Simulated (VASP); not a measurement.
**GaSb: relaxation of cell and atoms with LDA**

GaSb:

```
Ga Sb
1.0
     0.00000    3.02507    3.02507
     3.02507    0.00000    3.02507
     3.02507    3.02507    0.00000
Ga Sb
1 1
Direct
  0.00000 0.00000 0.00000
  0.75000 0.75000 0.75000
```

* Program: VASP 6.6.1
* Task: relaxation of cell and atoms
* Functional: LDA
* Potentials or basis: VASP PAW LDA potentials, release 64 (Ga_d, Sb)
* Cutoff: 600 eV
* k mesh: 12 × 12 × 12
* Occupations: fermi-dirac, width 0.15 eV
* Spin: no spin polarisation
* Target pressure: 3 GPa
* Dipole correction: no
* Further INCAR settings: ALGO = Normal; EDIFF = 1e-07; IBRION = 2; EDIFFG = -0.001; NSW = 80; ISIF = 3

```yaml
Relaxed_volume: 26.47 Å³/atom
Relaxed_cell: a = 4.215 Å, b = 4.215 Å, c = 4.215 Å, α = 60.00°, β = 60.00°, γ = 60.00°
Space_group_after_relaxing_to_0.05_Å: F-43m (No. 216)
Energy_change_on_relaxing_the_enthalpy_is_what_falls: +11.6 meV/atom
Ionic_steps: 8
Pressure_after_relaxing: 3.0 GPa
Band_gap_on_the_k_mesh: 0.45 eV, direct
```

Step by step:
```csv
step,energy change (eV),largest force (eV/Å),pressure (GPa),volume (Å³)
1,0.0000,0.0000,0.18,55.36
2,0.0576,0.0000,4.96,51.55
3,0.0232,0.0000,2.99,52.94
4,0.0241,0.0000,3.05,52.90
5,0.0229,0.0000,2.97,52.96
6,0.0233,0.0000,3.01,52.94
7,0.0232,0.0000,2.98,52.94
8,0.0233,0.0000,3.00,52.94
```

Final structure:
```
Ga Sb
1.0
     0.00000    2.98021    2.98021
     2.98021    0.00000    2.98021
     2.98021    2.98021    0.00000
Ga Sb
1 1
Direct
  0.00000 0.00000 0.00000
  0.75000 0.75000 0.75000
```

Levels at points of the mesh, in eV from the valence-band top:
| k point | band 5 | band 6 | band 7 | band 8 | band 9 | band 10 | band 11 | band 12 | band 13 |
| --- | --- | --- | --- | --- | --- | --- | --- | --- | --- |
| (0.00, 0.00, 0.00) | -15.25 | -12.09 | 0.00 | 0.00 | 0.00 | 0.45 | 2.72 | 2.72 | 2.72 |
| (0.50, 0.00, 0.00) | -15.25 | -10.26 | -6.81 | -1.29 | -1.29 | 0.47 | 3.71 | 3.71 | 6.26 |
| (0.50, 0.50, 0.00) | -15.25 | -9.31 | -7.23 | -2.86 | -2.86 | 0.74 | 1.01 | 9.09 | 9.09 |

It took 120 s on 1 thread of Intel(R) Xeon(R) 6975P-C (Granite Rapids) (shared host), peak memory 0.22 GiB.

Caveat: the cell is relaxed towards a set pressure, so the enthalpy falls and the energy may rise; spin-orbit coupling is left out, which moves the levels of the heavy elements. Zero-point motion and thermal expansion aren't in these numbers.
